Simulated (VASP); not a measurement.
# GaN (P6_3mc) in VASP: settings compared, part 2 of 2

VASP 6.6.1. The steps go on from the part before.

## Step 4: Single point, r2SCAN (volume changed by +6%)

Input file POSCAR:

```
GaN
1.0
    3.2455799207      0.0000000000      0.0000000000
   -1.6227899604      2.8107546614      0.0000000000
    0.0000000000      0.0000000000      5.2852907356
Ga N
2 2
Direct
    0.3333333333      0.6666666667     -0.0008868111
    0.6666666667      0.3333333333      0.4991131889
    0.3333333333      0.6666666667      0.3758868111
    0.6666666667      0.3333333333      0.8758868111
```

Input file INCAR.step1:

```
SYSTEM = GaN
  PREC = Accurate
  ENCUT = 520
  ISMEAR = 0
  SIGMA = 0.01
  LREAL = .False.
  LASPH = .True.
  NELM = 60
  NBANDS = 26
  GGA = PE
  ALGO = Normal
  EDIFF = 1E-4
  LWAVE = .True.
  LCHARG = .False.
```

Input file INCAR.step2:

```
SYSTEM = GaN
  PREC = Accurate
  ENCUT = 520
  EDIFF = 1E-7
  ISMEAR = 0
  SIGMA = 0.01
  LREAL = .False.
  LASPH = .True.
  NELM = 60
  ALGO = Normal
  ISIF = 2
  LWAVE = .False.
  LCHARG = .False.
  METAGGA = R2SCAN
  LMIXTAU = .True.
  NBANDS = 26
  ISTART = 1
```

Input file KPOINTS:

```
regular mesh
0
Gamma
  9 9 4
  0 0 0
```

Potentials or basis: VASP PAW PBE potentials, release 64 (Ga_d, N).

Command:

```
$ cat potpaw_PBE.64/Ga_d/POTCAR potpaw_PBE.64/N/POTCAR > POTCAR
$ cp INCAR.step1 INCAR
$ mpirun -np 1 vasp_std > vasp.out
$ cp INCAR.step2 INCAR
$ mpirun -np 1 vasp_std > vasp.out
```

OUTCAR:

```text
SYSTEM = GaN
   PREC = Accurate
   ENCUT = 520
   EDIFF = 1E-7
   ISMEAR = 0
   LREAL = .False.
   LASPH = .True.
   NELM = 60
   ISIF = 2
   METAGGA = R2SCAN
   ISTART = 1

 ion  position               nearest neighbor table
   1  0.333  0.667  0.999-   4 1.98   4 1.98   4 1.98   3 1.99
   2  0.667  0.333  0.499-   3 1.98   3 1.98   3 1.98   4 1.99
   3  0.333  0.667  0.376-   2 1.98   2 1.98   2 1.98   1 1.99
   4  0.667  0.333  0.876-   1 1.98   1 1.98   1 1.98   2 1.99

  LATTYP: Found a hexagonal cell.
 ALAT       =     3.2455799207
 C/A-ratio  =     1.6284580459

  Lattice vectors:

 A1 = (   3.2455799207,   0.0000000000,   0.0000000000)
 A2 = (  -1.6227899604,   2.8107546614,   0.0000000000)
 A3 = (   0.0000000000,   0.0000000000,   5.2852907356)

Analysis of symmetry for initial positions (statically):
=====================================================================
 Subroutine PRICEL returns:
 Original cell was already a primitive cell.

 Routine SETGRP: Setting up the symmetry group for a
 hexagonal supercell.

 Subroutine GETGRP returns: Found 12 space group operations
 (whereof  6 operations were pure point group operations)
 out of a pool of 24 trial point group operations.

The static configuration has the point symmetry C_3v.
 The point group associated with its full space group is C_6v.

Analysis of symmetry for dynamics (positions and initial velocities):
=====================================================================
 Subroutine PRICEL returns:
 Original cell was already a primitive cell.

 Routine SETGRP: Setting up the symmetry group for a
 hexagonal supercell.

 Subroutine GETGRP returns: Found 12 space group operations
 (whereof  6 operations were pure point group operations)
 out of a pool of 24 trial point group operations.

The dynamic configuration has the point symmetry C_3v.
 The point group associated with its full space group is C_6v.

 Subroutine INISYM returns: Found 12 space group operations
 (whereof  6 operations are pure point group operations),
 and found     1 'primitive' translations

----------------------------------------------------------------------------------------

                                     Primitive cell

  volume of cell :      48.2152

  direct lattice vectors                    reciprocal lattice vectors
     3.245579921  0.000000000  0.000000000     0.308111347  0.177888169  0.000000000
    -1.622789960  2.810754661  0.000000000     0.000000000  0.355776338  0.000000000
     0.000000000  0.000000000  5.285290736     0.000000000  0.000000000  0.189204350

  length of vectors
     3.245579921  3.245579921  5.285290736     0.355776338  0.355776338  0.189204350

  position of ions in fractional coordinates (direct lattice)
     0.333333333  0.666666667  0.999113189
     0.666666667  0.333333333  0.499113189
     0.333333333  0.666666667  0.375886811
     0.666666667  0.333333333  0.875886811

  ion indices of the primitive-cell ions
   primitive index   ion index
                 1           1
                 2           2
                 3           3
                 4           4

----------------------------------------------------------------------------------------

 KPOINTS: regular mesh

Automatic generation of k-mesh.
 Grid dimensions read from file:
 generate k-points for:    9    9    4

 Generating k-lattice:

  Cartesian coordinates                     Fractional coordinates (reciprocal lattice)
     0.034234594  0.019765352  0.000000000     0.111111111 -0.000000000  0.000000000
     0.000000000  0.039530704  0.000000000     0.000000000  0.111111111  0.000000000
     0.000000000  0.000000000  0.047301088     0.000000000  0.000000000  0.250000000

  Length of vectors
     0.039530704  0.039530704  0.047301088

  Shift w.r.t. Gamma in fractional coordinates (k-lattice)
     0.000000000  0.000000000  0.000000000

 Subroutine IBZKPT returns following result:
 ===========================================

 Found     36 irreducible k-points:

 Following reciprocal coordinates:
            Coordinates               Weight
  0.000000  0.000000  0.000000      1.000000
  0.111111  0.000000  0.000000      6.000000
  0.222222 -0.000000  0.000000      6.000000
  0.333333 -0.000000  0.000000      6.000000
  0.444444 -0.000000  0.000000      6.000000
  0.111111  0.111111  0.000000      6.000000
[... 16 lines left out ...]
  0.333333  0.222222  0.250000     24.000000
  0.333333  0.333333  0.250000      4.000000
 [... further k-points ...]
   k-points           NKPTS =     36   k-points in BZ     NKDIM =     36   number of bands    NBANDS=     26
   number of dos      NEDOS =    301   number of ions     NIONS =      4
   total plane-waves  NPLWV =  23040
   dimension x,y,z NGX =    24 NGY =   24 NGZ =   40
   dimension x,y,z NGXF=    48 NGYF=   48 NGZF=   80
   ions per type =               2   2
   NGX,Y,Z   is equivalent  to a cutoff of  12.29, 12.29, 12.58 a.u.
   NGXF,Y,Z  is equivalent  to a cutoff of  24.59, 24.59, 25.16 a.u.
 SYSTEM =  GaN
   PREC   = accura    normal or accurate (medium, high low for compatibility)
   ISTART =      1    job   : 0-new  1-cont  2-samecut
   ICHARG =      0    charge: 1-file 2-atom 10-const
   ISPIN  =      1    spin polarized calculation?
   LNONCOLLINEAR =      F non collinear calculations
   LSORBIT =      F    spin-orbit coupling
   LASPH  =      T    aspherical Exc in radial PAW
   ENCUT  =  520.0 eV  38.22 Ry    6.18 a.u.   6.03  6.03  9.83*2*pi/ulx,y,z
   NELM   =     60;   NELMIN=  2; NELMDL=  0     # of ELM steps
   EDIFF  = 0.1E-06   stopping-criterion for ELM
   LREAL  =      F    real-space projection
   EDIFFG = 0.1E-05   stopping-criterion for IOM
   NSW    =      0    number of steps for IOM
   IBRION =     -1    ionic relax: 0-MD 1-quasi-New 2-CG
   NFREE  =      0    steps in history (QN), initial steepest desc. (CG)
   ISIF   =      2    stress and relaxation
   ISYM   =      2    0-nonsym 1-usesym 2-fastsym
   POTIM  = 0.5000    time-step for ionic-motion
   TEBEG  =    0.0;   TEEND  =   0.0 temperature during run
   PSTRESS=    0.0 pullay stress
   NELECT =      36.0000    total number of electrons
   NUPDOWN=      -1.0000    fix difference up-down
   EMIN   =  10.00;   EMAX   =-10.00  energy-range for DOS
   EFERMI =   0.00;   METHOD = LEGACY
   ISMEAR =     0;   SIGMA  =   0.01  broadening in eV -4-tet -1-fermi 0-gaus
   EFERMI_NEDOS =   21; number of points for ismear=-14 and -15
   IALGO  =     38    algorithm
   IMIX   =      4    mixing-type and parameters
     AMIX     =   0.40;   BMIX     =  1.00
     AMIX_MAG =   1.60;   BMIX_MAG =  1.00
  volume/ion in A,a.u.               =      12.05        81.34
  Fermi-wavevector in a.u.,A,eV,Ry     =   1.485186  2.806595 30.011439  2.205779
  Thomas-Fermi vector in A             =   2.598630
   LORBIT       =      0    0 simple, 1 ext, 2 COOP (PROOUT), +10 PAW based schemes
   METAGGA = R2SCAN    functional components
   LHFCALC =     F    Hartree Fock is set to
   AEXX    =    0.0000 exact exchange contribution
   IVDW    =     0    specifies the selected vdW correction
   LEPSILON=     F    determine dielectric tensor
   LRPA    =     F    only Hartree local field effects (RPA)
 non-spin polarized calculation
 Gauss-broadening in eV      SIGMA  =   0.01
  energy-cutoff  :      520.00
  volume of cell :       48.22
 maximum number of plane-waves:      1320
   NGX = 13   NGY = 13   NGZ = 19

 number of electron      35.9999978 magnetization

 Free energy of the ion-electron system (eV)
  ---------------------------------------------------
  ext. energy  EPLUGINS =         0.00000000
  ---------------------------------------------------
  free energy    TOTEN  =       -43.74923155 eV

  energy without entropy =      -43.74923155  energy(sigma->0) =      -43.74923155

 E-fermi :   4.5760     XC(G=0): -12.3236

 val. band max:        4.4863359531   @ k =   0.0000   0.0000   0.0000
 cond. band min:       6.4257628607   @ k =   0.0000   0.0000   0.0000
 fundamental gap:      1.9394269077
 Fermi energy:         4.5759818430

 k-point     1 :       0.0000    0.0000    0.0000
  band No.  band energies     occupation
      1     -11.8383      2.00000
      2     -11.0117      2.00000
      3      -9.3166      2.00000
      4      -9.3024      2.00000
      5      -9.3024      2.00000
      6      -9.2453      2.00000
[... 18 lines left out ...]
     25      16.5220      0.00000
     26      16.5221      0.00000
[... 644 lines left out ...]
      4      -9.1580      2.00000
      5      -9.1580      2.00000
      6      -9.1106      2.00000
[... 18 lines left out ...]
     25      18.0970      0.00000
     26      18.2508      0.00000

 [... further k-points ...]
[... 5 lines left out ...]
  --------------------------------------------------------------------------------------
  -------------------------------------------------------------------------------------
  Total       -2.7740360     -2.7740360     -2.7344095      0.0000000      0.0000000      0.0000000
  in kB      -92.1803924    -92.1803924    -90.8636127      0.0000000      0.0000000      0.0000000
  external PRESSURE =     -91.7414658 kB  Pullay stress =       0.0000000 kB

 VOLUME and BASIS-vectors are now :
 -----------------------------------------------------------------------------
  energy-cutoff  :      520.00
  volume of cell :       48.22
      direct lattice vectors                 reciprocal lattice vectors
     3.245579921  0.000000000  0.000000000     0.308111347  0.177888169  0.000000000
    -1.622789960  2.810754661  0.000000000     0.000000000  0.355776338  0.000000000
     0.000000000  0.000000000  5.285290736     0.000000000  0.000000000  0.189204350

 POSITION                                       TOTAL-FORCE (eV/Angst)
 -----------------------------------------------------------------------------------
     -0.00000      1.87384      5.28060        -0.000000      0.000000     -0.004866
      1.62279      0.93692      2.63796         0.000000      0.000000     -0.004866
     -0.00000      1.87384      1.98667         0.000000     -0.000000      0.004866
      1.62279      0.93692      4.62932         0.000000     -0.000000      0.004866
 -----------------------------------------------------------------------------------
    total drift:                                0.000002      0.000003      0.010016

  FREE ENERGIE OF THE ION-ELECTRON SYSTEM (eV)
  ---------------------------------------------------
  free  energy   TOTEN  =       -43.7492315457 eV

  energy  without entropy=      -43.7492315457  energy(sigma->0) =      -43.74923155
```

Run time: 53 s. Hardware: 1 thread of Intel Xeon 6975P-C (Granite Rapids), shared host; peak memory 0.19 GiB.

Results:

```
Free energy            : -43.7492 eV
Pressure               : -9.2 GPa
Largest force          : 0.005 eV/Å
Band gap on the k mesh : 1.94 eV, direct
```

Forces in eV/Å, atoms in the order of the input:
```
Ga   0.000  0.000 -0.005
Ga   0.000  0.000 -0.005
N    0.000  0.000  0.005
N    0.000  0.000  0.005
```

Caveat: the PAW data sets were made with another functional, which shifts forces and pressure a little.

## Step 5: Single point, PBE

Input file INCAR:

```
PREC     = Accurate       # precision mode
ENCUT    = 520            # plane-wave cutoff, eV
EDIFF    = 1E-6           # SCF threshold, eV
ISMEAR   = 0              # smearing method
SIGMA    = 0.01           # smearing width, eV
LREAL    = F              # projectors in reciprocal space
LASPH    = T              # aspherical terms in the spheres
NELM     = 80             # most SCF steps
ALGO     = Normal         # electronic algorithm
ISIF     = 2              # what is computed and relaxed
LWAVE    = F              # write WAVECAR
LCHARG   = F              # write CHGCAR
GGA      = PE             # functional
NBANDS   = 26             # bands
```

Input file KPOINTS:

```
regular mesh
0
Gamma
  12 12 6
```

Input file POSCAR:

```
GaN
1.0
    3.1831493773      0.0000000000      0.0000000000
   -1.5915746887      2.7566882247      0.0000000000
    0.0000000000      0.0000000000      5.1836252148
Ga N
2 2
Direct
    0.3333333333      0.6666666667     -0.0008868111
    0.6666666667      0.3333333333      0.4991131889
    0.3333333333      0.6666666667      0.3758868111
    0.6666666667      0.3333333333      0.8758868111
```

Command:

```
$ cat potpaw_PBE.64/Ga_d/POTCAR potpaw_PBE.64/N/POTCAR > POTCAR
$ mpirun -np 1 vasp_std > vasp.out
```

Wall time 26 s (1 thread of Intel Xeon 6975P-C (Granite Rapids), shared host); peak memory 0.2 GiB.

It converged, with:

```
Free energy            : -24.2973 eV
Pressure               : 6.3 GPa
Largest force          : 0.005 eV/Å
Band gap on the k mesh : 1.94 eV, direct
```

Forces in eV/Å, atoms in the order of the input:
```
Ga   0.000  0.000  0.005
Ga   0.000  0.000  0.005
N    0.000  0.000 -0.005
N    0.000  0.000 -0.005
```

Stress tensor (GPa, compression positive):
```
6.24 0.00 0.00
0.00 6.24 0.00
0.00 0.00 6.37
```

Levels at points of the mesh, in eV from the valence-band top:
| k point | band 15 | band 16 | band 17 | band 18 | band 19 | band 20 | band 21 | band 22 |
| --- | --- | --- | --- | --- | --- | --- | --- | --- |
| (0.00, 0.00, 0.00) | -1.04 | -0.04 | 0.00 | 0.00 | 1.94 | 4.28 | 9.22 | 9.92 |
| (0.50, 0.00, 0.00) | -4.21 | -2.75 | -2.21 | -1.00 | 5.08 | 5.59 | 6.06 | 8.62 |
| (0.00, 0.00, 0.50) | -0.53 | -0.53 | -0.53 | -0.53 | 4.28 | 4.28 | 8.49 | 8.49 |
| (0.50, 0.00, 0.50) | -1.95 | -1.95 | -1.90 | -1.90 | 4.42 | 4.42 | 7.79 | 7.79 |

Expect the measured gap to be larger: semilocal functionals such as PBE lack the derivative discontinuity.

## Step 6: The runs side by side

```csv
level,cell,k mesh,gap on the mesh (eV),pressure (GPa)
r2SCAN,"a = 3.183, b = 3.183, c = 5.184 Å, angles 90.0, 90.0, 120.0°, 4 atoms",9 × 9 × 4,2.34,1.1
r2SCAN,"a = 3.215, b = 3.215, c = 5.235 Å, angles 90.0, 90.0, 120.0°, 4 atoms",9 × 9 × 4,2.14,-4.5
r2SCAN,"a = 3.246, b = 3.246, c = 5.285 Å, angles 90.0, 90.0, 120.0°, 4 atoms",9 × 9 × 4,1.94,-9.2
PBE,"a = 3.183, b = 3.183, c = 5.184 Å, angles 90.0, 90.0, 120.0°, 4 atoms",12 × 12 × 6,1.94,6.3
```

Alike in all rows: task single point; potentials or basis VASP PAW PBE potentials, release 64 (Ga_d, N); no spin polarisation; cutoff (eV) 520; smearing gaussian 0.01 eV.

Caveats: the PAW data sets were made with another functional, which shifts forces and pressure a little (some runs).

Total energies depend on the potentials used, so only differences within one code and one set of settings carry meaning.
